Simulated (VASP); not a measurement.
# TiOsC4N4 (P-43m) in VASP: notebook, part 2 of 2

VASP 6.6.1. Earlier steps stand in the parts before.

**3. Single point, PBE**

INCAR

```
SYSTEM = TiOsC4N4
PREC     = Accurate       ! precision mode
ENCUT    = 520            ! plane-wave cutoff, eV
EDIFF    = 1E-6           ! SCF threshold, eV
ISMEAR   = 0              ! smearing method
SIGMA    = 0.1            ! smearing width, eV
LREAL    = .False.        ! projectors in reciprocal space
LASPH    = .True.         ! aspherical terms in the spheres
NELM     = 80             ! most SCF steps
ALGO     = Normal         ! electronic algorithm
ISIF     = 2              ! what is computed and relaxed
LWAVE    = .False.        ! write WAVECAR
LCHARG   = .True.         ! write CHGCAR
GGA      = PE             ! functional
LELF     = .True.         ! ELF
LVHAR    = .True.       
NBANDS   = 39             ! bands
```

KPOINTS

```
regular mesh
0
Gamma
  8 8 8
  0 0 0
```

POSCAR

```
TiOsC4N4
1.0
    5.8169097656      0.0000000000      0.0000000000
    0.0000000000      5.8169097656      0.0000000000
    0.0000000000      0.0000000000      5.8169097656
Ti Os C N
1 1 4 4
Direct
    0.5000000000      0.5000000000      0.5000000000
    0.0000000000      0.0000000000      0.0000000000
    0.1894679028      0.1894679028      0.1894679028
    0.1894679028      0.8105320972      0.8105320972
    0.8105320972      0.1894679028      0.8105320972
    0.8105320972      0.8105320972      0.1894679028
    0.3091043692      0.3091043692      0.3091043692
    0.3091043692      0.6908956308      0.6908956308
    0.6908956308      0.3091043692      0.6908956308
    0.6908956308      0.6908956308      0.3091043692
```

Potentials or basis: VASP PAW PBE potentials, release 64 (Ti_sv, Os, C, N).

The run is started by

```bash
cat potpaw_PBE.64/Ti_sv/POTCAR potpaw_PBE.64/Os/POTCAR potpaw_PBE.64/C/POTCAR potpaw_PBE.64/N/POTCAR > POTCAR
mpirun -np 1 vasp_std > vasp.out
```

OUTCAR:

```text
SYSTEM = TiOsC4N4
   PREC = Accurate
   ENCUT = 520
   EDIFF = 1E-6
   ISMEAR = 0
   LREAL = .False.
   LASPH = .True.
   NELM = 80
   ISIF = 2
   GGA = PE

 ion  position               nearest neighbor table
   1  0.500  0.500  0.500-   7 1.92   8 1.92   9 1.92  10 1.92
   2  0.000  0.000  0.000-   3 1.91   4 1.91   5 1.91   6 1.91
   3  0.189  0.189  0.189-   7 1.21   2 1.91
   4  0.189  0.811  0.811-   8 1.21   2 1.91
   5  0.811  0.189  0.811-   9 1.21   2 1.91
   6  0.811  0.811  0.189-  10 1.21   2 1.91
   7  0.309  0.309  0.309-   3 1.21   1 1.92
   8  0.309  0.691  0.691-   4 1.21   1 1.92
   9  0.691  0.309  0.691-   5 1.21   1 1.92
  10  0.691  0.691  0.309-   6 1.21   1 1.92

  LATTYP: Found a simple cubic cell.
 ALAT       =     5.8169097656

  Lattice vectors:

 A1 = (   5.8169097656,   0.0000000000,   0.0000000000)
 A2 = (   0.0000000000,   5.8169097656,   0.0000000000)
 A3 = (   0.0000000000,   0.0000000000,   5.8169097656)

Analysis of symmetry for initial positions (statically):
=====================================================================
 Subroutine PRICEL returns:
 Original cell was already a primitive cell.

 Routine SETGRP: Setting up the symmetry group for a
 simple cubic supercell.

 Subroutine GETGRP returns: Found 24 space group operations
 (whereof 24 operations were pure point group operations)
 out of a pool of 48 trial point group operations.

The static configuration has the point symmetry T_d .

Analysis of symmetry for dynamics (positions and initial velocities):
=====================================================================
 Subroutine PRICEL returns:
 Original cell was already a primitive cell.

 Routine SETGRP: Setting up the symmetry group for a
 simple cubic supercell.

 Subroutine GETGRP returns: Found 24 space group operations
 (whereof 24 operations were pure point group operations)
 out of a pool of 48 trial point group operations.

The dynamic configuration has the point symmetry T_d .

 Subroutine INISYM returns: Found 24 space group operations
 (whereof 24 operations are pure point group operations),
 and found     1 'primitive' translations

----------------------------------------------------------------------------------------

                                     Primitive cell

  volume of cell :     196.8235

  direct lattice vectors                    reciprocal lattice vectors
     5.816909766  0.000000000  0.000000000     0.171912586  0.000000000  0.000000000
     0.000000000  5.816909766  0.000000000     0.000000000  0.171912586  0.000000000
     0.000000000  0.000000000  5.816909766     0.000000000  0.000000000  0.171912586

  length of vectors
     5.816909766  5.816909766  5.816909766     0.171912586  0.171912586  0.171912586

  position of ions in fractional coordinates (direct lattice)
     0.500000000  0.500000000  0.500000000
     0.000000000  0.000000000  0.000000000
     0.189467903  0.189467903  0.189467903
     0.189467903  0.810532097  0.810532097
     0.810532097  0.189467903  0.810532097
     0.810532097  0.810532097  0.189467903
     0.309104369  0.309104369  0.309104369
[... 50 lines left out ...]
  0.125000  0.125000  0.000000     12.000000
[... 16 lines left out ...]
  0.375000  0.375000  0.125000     24.000000
  0.500000  0.375000  0.125000     24.000000
 [... further k-points ...]
   k-points           NKPTS =     35   k-points in BZ     NKDIM =     35   number of bands    NBANDS=     39
   number of dos      NEDOS =    301   number of ions     NIONS =     10
   total plane-waves  NPLWV = 110592
   dimension x,y,z NGX =    48 NGY =   48 NGZ =   48
   dimension x,y,z NGXF=    96 NGYF=   96 NGZF=   96
   ions per type =               1   1   4   4
   NGX,Y,Z   is equivalent  to a cutoff of  13.72, 13.72, 13.72 a.u.
   NGXF,Y,Z  is equivalent  to a cutoff of  27.44, 27.44, 27.44 a.u.
 SYSTEM =  TiOsC4N4
   PREC   = accura    normal or accurate (medium, high low for compatibility)
   ISTART =      0    job   : 0-new  1-cont  2-samecut
   ICHARG =      2    charge: 1-file 2-atom 10-const
   ISPIN  =      1    spin polarized calculation?
   LNONCOLLINEAR =      F non collinear calculations
   LSORBIT =      F    spin-orbit coupling
   LASPH  =      T    aspherical Exc in radial PAW
   ENCUT  =  520.0 eV  38.22 Ry    6.18 a.u.  10.82 10.82 10.82*2*pi/ulx,y,z
   NELM   =     80;   NELMIN=  2; NELMDL= -5     # of ELM steps
   EDIFF  = 0.1E-05   stopping-criterion for ELM
   LREAL  =      F    real-space projection
   EDIFFG = 0.1E-04   stopping-criterion for IOM
   NSW    =      0    number of steps for IOM
   IBRION =     -1    ionic relax: 0-MD 1-quasi-New 2-CG
   NFREE  =      0    steps in history (QN), initial steepest desc. (CG)
   ISIF   =      2    stress and relaxation
   ISYM   =      2    0-nonsym 1-usesym 2-fastsym
   POTIM  = 0.5000    time-step for ionic-motion
   TEBEG  =    0.0;   TEEND  =   0.0 temperature during run
   PSTRESS=    0.0 pullay stress
   NELECT =      56.0000    total number of electrons
   NUPDOWN=      -1.0000    fix difference up-down
   EMIN   =  10.00;   EMAX   =-10.00  energy-range for DOS
   EFERMI =   0.00;   METHOD = LEGACY
   ISMEAR =     0;   SIGMA  =   0.10  broadening in eV -4-tet -1-fermi 0-gaus
   EFERMI_NEDOS =   21; number of points for ismear=-14 and -15
   IALGO  =     38    algorithm
   IMIX   =      4    mixing-type and parameters
     AMIX     =   0.40;   BMIX     =  1.00
     AMIX_MAG =   1.60;   BMIX_MAG =  1.00
  volume/ion in A,a.u.               =      19.68       132.82
  Fermi-wavevector in a.u.,A,eV,Ry     =   1.076742  2.034748 15.774246  1.159374
  Thomas-Fermi vector in A             =   2.212635
   LORBIT       =      0    0 simple, 1 ext, 2 COOP (PROOUT), +10 PAW based schemes
   GGA     = PE    functional components
   LHFCALC =     F    Hartree Fock is set to
   AEXX    =    0.0000 exact exchange contribution
   IVDW    =     0    specifies the selected vdW correction
   LEPSILON=     F    determine dielectric tensor
   LRPA    =     F    only Hartree local field effects (RPA)
 non-spin polarized calculation
 Gauss-broadening in eV      SIGMA  =   0.10
  energy-cutoff  :      520.00
  volume of cell :      196.82
 maximum number of plane-waves:      5400
 NGX is ok and might be reduce to    48
   NGX = 21   NGY = 21   NGZ = 21

 number of electron      56.0000009 magnetization

 Free energy of the ion-electron system (eV)
  ---------------------------------------------------
  ext. energy  EPLUGINS =         0.00000000
  ---------------------------------------------------
  free energy    TOTEN  =       -87.37700312 eV

  energy without entropy =      -87.32297691  energy(sigma->0) =      -87.34999001

 E-fermi :   0.1304     XC(G=0):  -7.6115

 val. band max:        0.1285152361   @ k =   0.5000   0.5000   0.3750
 cond. band min:       0.1421508200   @ k =   0.3750   0.3750   0.1250
 fundamental gap:      0.0136355839
 Fermi energy:         0.1304290938

 k-point     1 :       0.0000    0.0000    0.0000
  band No.  band energies     occupation
      1     -57.4498      2.00000
      2     -33.7343      2.00000
      3     -33.7343      2.00000
      4     -33.7343      2.00000
      5     -17.9306      2.00000
      6     -17.7706      2.00000
[... 997 lines left out ...]
     38       5.5066      0.00000
     39       5.5366      0.00000

 [... further k-points ...]

------------------------ aborting loop because EDIFF is reached ----------------------------------------

  FORCE on cell =-STRESS in cart. coord.  units (eV):
  Direction    XX          YY          ZZ          XY          YZ          ZX
  --------------------------------------------------------------------------------------
  -------------------------------------------------------------------------------------
  Total        0.5721032      0.5721032      0.5721032      0.0000000      0.0000000      0.0000000
  in kB        4.6570190      4.6570190      4.6570190      0.0000000      0.0000000      0.0000000
  external PRESSURE =       4.6570190 kB  Pullay stress =       0.0000000 kB

 VOLUME and BASIS-vectors are now :
 -----------------------------------------------------------------------------
  energy-cutoff  :      520.00
  volume of cell :      196.82
      direct lattice vectors                 reciprocal lattice vectors
     5.816909766  0.000000000  0.000000000     0.171912586  0.000000000  0.000000000
     0.000000000  5.816909766  0.000000000     0.000000000  0.171912586  0.000000000
     0.000000000  0.000000000  5.816909766     0.000000000  0.000000000  0.171912586

 POSITION                                       TOTAL-FORCE (eV/Angst)
 -----------------------------------------------------------------------------------
      2.90845      2.90845      2.90845         0.000000      0.000000     -0.000000
      0.00000      0.00000      0.00000         0.000000      0.000000     -0.000000
      1.10212      1.10212      1.10212        -0.039623     -0.039623     -0.039623
      1.10212      4.71479      4.71479        -0.039623      0.039623      0.039623
      4.71479      1.10212      4.71479         0.039623     -0.039623      0.039623
      4.71479      4.71479      1.10212         0.039623      0.039623     -0.039623
      1.79803      1.79803      1.79803         0.112601      0.112601      0.112601
      1.79803      4.01888      4.01888         0.112601     -0.112601     -0.112601
      4.01888      1.79803      4.01888        -0.112601      0.112601     -0.112601
      4.01888      4.01888      1.79803        -0.112601     -0.112601      0.112601
 -----------------------------------------------------------------------------------
    total drift:                               -0.000000     -0.000000     -0.000000

  FREE ENERGIE OF THE ION-ELECTRON SYSTEM (eV)
  ---------------------------------------------------
  free  energy   TOTEN  =       -87.3770031166 eV

  energy  without entropy=      -87.3229769082  energy(sigma->0) =      -87.34999001
```

Run time: 3.9 min. Hardware: 1 thread of AMD EPYC 9R45 (Zen 5), shared host; peak memory 0.46 GiB.

What came out:

| Property | Result |
| --- | --- |
| Free energy | -87.3770 eV |
| Pressure | 0.5 GPa |
| Largest force | 0.195 eV/Å |
| Band gap on the k mesh | zero (bands 28 and 29 overlap by 0.44 eV) |

Forces in eV/Å, atoms in the order of the input:
```
Ti   0.000  0.000  0.000
Os   0.000  0.000  0.000
C   -0.040 -0.040 -0.040
C   -0.040  0.040  0.040
C    0.040 -0.040  0.040
C    0.040  0.040 -0.040
N    0.113  0.113  0.113
N    0.113 -0.113 -0.113
N   -0.113  0.113 -0.113
N   -0.113 -0.113  0.113
```

Levels at points of the mesh, in eV from the Fermi level:
```
           k point  band 24  band 25  band 26  band 27  band 28  band 29  band 30  band 31  band 32  band 33
(0.00, 0.00, 0.00)    -3.95    -2.16    -2.16    -0.26    -0.26    -0.26     1.49     1.49     2.43     2.43
(0.50, 0.00, 0.00)    -4.11    -1.93    -1.46    -0.66    -0.04    -0.04     0.80     1.93     2.25     2.25
(0.50, 0.50, 0.00)    -4.09    -1.87    -1.48    -0.53     0.18     0.18     0.77     1.99     2.08     2.08
(0.50, 0.50, 0.50)    -3.80    -2.15    -2.15     0.09     0.09     0.09     1.54     1.54     2.35     2.35
```

Caveat: spin-orbit coupling is left out, which moves the levels of the heavy elements.

The gap in the log of VASP goes by the Fermi energy; the results here count the filled bands.